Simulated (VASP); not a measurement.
## C: single point with PBE+D3(BJ)

C:

```
CELL_PARAMETERS angstrom
1.23277 -2.13415 -0.03735
1.23277 2.13415 0.03735
0.00000 0.11898 6.79898
ATOMIC_POSITIONS crystal
C 0.08331 0.91669 0.75000
C 0.58331 0.41669 0.25000
C 0.91669 0.08331 0.25000
C 0.41669 0.58331 0.75000
```

This cell differs from its parent crystal: strain +0.0350 x Voigt [0, 0, 0, 1, 0, 0].

| Property | Result |
| --- | --- |
| Program | VASP 6.6.1 |
| Task | single point |
| Functional | PBE |
| Dispersion | D3(BJ) |
| Potentials or basis | VASP PAW PBE potentials, release 64 (C) |
| Cutoff | 520 eV |
| k mesh | 22 × 22 × 8 |
| Occupations | gaussian, width 0.15 eV |
| Spin | no spin polarisation |
| Dipole correction | no |
| Further INCAR settings | ALGO = Normal; EDIFF = 1e-06; NBANDS = 16 |

| Item | Value |
| --- | --- |
| Pressure | 0.4 GPa |
| Largest force | 0.008 eV/Å |
| Band gap on the k mesh | zero (band 8 reaches 4.47 eV, above the bottom of band 9 at 4.44 eV) |
| Dispersion energy per atom | -0.154 eV |

Forces on the atoms (eV/Å):
```
C    0.000 -0.007 -0.004
C    0.000 -0.007 -0.004
C    0.000  0.007  0.004
C    0.000  0.007  0.004
```

Stress tensor (GPa, compression positive):
```
 0.68  0.00  0.00
 0.00  0.50  0.09
 0.00  0.09 -0.08
```

Levels at points of the mesh, in eV from the Fermi level:
```csv
k point,band 5,band 6,band 7,band 8,band 9,band 10,band 11,band 12
"(0.00, 0.00, 0.00)",-2.99,-2.97,-2.96,-2.96,4.22,8.34,8.37,8.40
"(0.50, 0.00, 0.00)",-6.35,-6.35,-2.40,-2.40,1.90,1.90,7.44,7.44
"(0.50, 0.50, 0.00)",-6.38,-6.33,-2.94,-1.62,1.05,2.47,7.25,7.61
"(0.00, 0.00, 0.50)",-2.98,-2.98,-2.97,-2.97,6.76,6.76,8.38,8.38
"(0.50, 0.00, 0.50)",-6.36,-6.34,-2.38,-2.26,1.64,1.75,7.39,7.49
"(0.50, 0.50, 0.50)",-6.36,-6.36,-2.32,-2.32,1.71,1.71,7.43,7.43
```

Run time: 3.6 min on 1 thread of AMD EPYC 9R45 96-Core Processor (Zen 5), with other jobs on the host, peak memory 0.46 GiB.

Caveat: the cell differs from its parent crystal (strain +0.0350 x Voigt [0, 0, 0, 1, 0, 0]).
